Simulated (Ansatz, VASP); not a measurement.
Mn in VASP and in Ansatz

Contents of INCAR:

```
ALGO = Normal ; EDIFF = 1E-7
EDIFFG = -0.01 ; ENCUT = 500
GGA = RE ; GGA_COMPAT = False
IBRION = 2 ; ISIF = 3
ISMEAR = -1 ; ISPIN = 2
LASPH = True ; LCHARG = False
LMAXMIX = 4 ; LORBIT = 11
LREAL = False ; LWAVE = False
MAGMOM = 3 ; NELM = 200
NELMIN = 4 ; NSW = 80
PREC = Accurate ; SIGMA = 0.05
```

Contents of KPOINTS:

```
k-points
0
Gamma
  15 15 15
```

POSCAR

```
Mn
1.0
   -1.4321439648      1.4321439648      1.4321439648
    1.4321439648     -1.4321439648      1.4321439648
    1.4321439648      1.4321439648     -1.4321439648
Mn
1
Direct
    0.0000000000      0.0000000000      0.0000000000
```

Input for Ansatz:

```yaml
crystal:
  lattice:
    - [-1.4321439648, 1.4321439648, 1.4321439648]
    - [1.4321439648, -1.4321439648, 1.4321439648]
    - [1.4321439648, 1.4321439648, -1.4321439648]
  atoms:
    - { symbol: Mn, position: [0.0, 0.0, 0.0], spin: 3.0 }
hamiltonian:
  xc: revpbe
  pseudopotentials:
    kind: paw
    azcp:
      Mn: "pseudopotentials/Mn.paw.azcp"
basis:
  ecutwfc: 420
  fft_grid_basis: typed
kpoints:
  mp_grid: { grid: [15, 15, 15], shift: [0, 0, 0] }
magnetization:
  spin_polarized: true
scf:
  occupations: { method: fermi_dirac, width: 0.05 }
relax:
  max_steps: 60
  f_tol: 0.01
  cell: {}
output:
  write_density: true
  write_potential: true
  elf: true
  volumetric_format: npy
```

Alike in both runs: task relaxation of cell and atoms; functional revPBE; k mesh 15 × 15 × 15; occupations fermi-dirac, width 0.05 eV; collinear spin.

|  | VASP | Ansatz |
| --- | --- | --- |
| version | VASP 6.6.1 | Ansatz 0.2.0 |
| potentials or method | VASP PAW PBE potentials, release 64 (Mn_pv), cutoff 500 eV | plane waves (420 eV) with PAW, scalar-relativistic |
| valence electrons in the cell | 13 | 15 |

|  | VASP | Ansatz | Ansatz less VASP |
| --- | --- | --- | --- |
| net moment per atom (μB) | 0.85 | 0.84 | -0.007 |
| size of the moment on the site where the two differ most (μB) | 0.85 | 0.84 | -0.008 |
| relaxed volume (Å³/atom) | 11.10 | 11.10 | -0.005 |
| relaxed cell length with the largest relative difference (Å) | 2.434 | 2.434 | -0.0004 |

VASP's potentials were made for PBE, not for revPBE. Site moments also hang on the region over which each program counts them. VASP's potentials hold 13 valence electrons a cell and Ansatz's 15, so a difference there can come from the potentials and not from the codes.
